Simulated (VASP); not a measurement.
NaI: single point with r2SCAN

Crystal: NaI.

```
Na I
1.0
     0.00000    3.22963    3.41469
     3.22963    0.00000    3.41469
     3.22963    3.22963    0.00000
Na I
1 1
Direct
  0.00000 0.00000 0.00000
  0.50000 0.50000 0.50000
```

This cell differs from its parent crystal: uniaxial z strain +5.7%.

```
Program             : VASP 6.6.1
Task                : single point
Functional          : r2SCAN
Potentials or basis : VASP PAW PBE potentials, release 64 (Na_pv, I)
Cutoff              : 520 eV
k mesh              : 8 × 8 × 8
Occupations         : gaussian, width 0.01 eV
Spin                : no spin polarisation
```

* Pressure: -0.8 GPa
* Band gap on the k mesh: 4.26 eV, direct

Stress tensor (GPa, compression positive):
```
-0.42  0.00  0.00
 0.00 -0.42  0.00
 0.00  0.00 -1.42
```

Levels at points of the mesh, in eV from the valence-band top:
```tsv
k point	band 5	band 6	band 7	band 8	band 9	band 10
(0.00, 0.00, 0.00)	-0.05	-0.05	0.00	4.26	8.22	8.57
(0.50, 0.00, 0.00)	-2.05	-0.35	-0.26	5.63	7.82	8.21
(0.50, 0.50, 0.00)	-1.81	-0.65	-0.65	5.22	6.17	10.08
(0.50, 0.00, 0.50)	-1.81	-0.87	-0.66	5.15	6.03	10.49
```

Wall time 3.9 min on 1 thread of Intel(R) Xeon(R) Platinum 8488C (Sapphire Rapids) (shared host), peak memory 0.25 GiB.

Caveat: the cell differs from its parent crystal (uniaxial z strain +5.7%); the PAW data sets were made with another functional, which shifts forces and pressure a little; spin-orbit coupling is left out, which moves the levels of the heavy elements. A k mesh can miss the band edges.
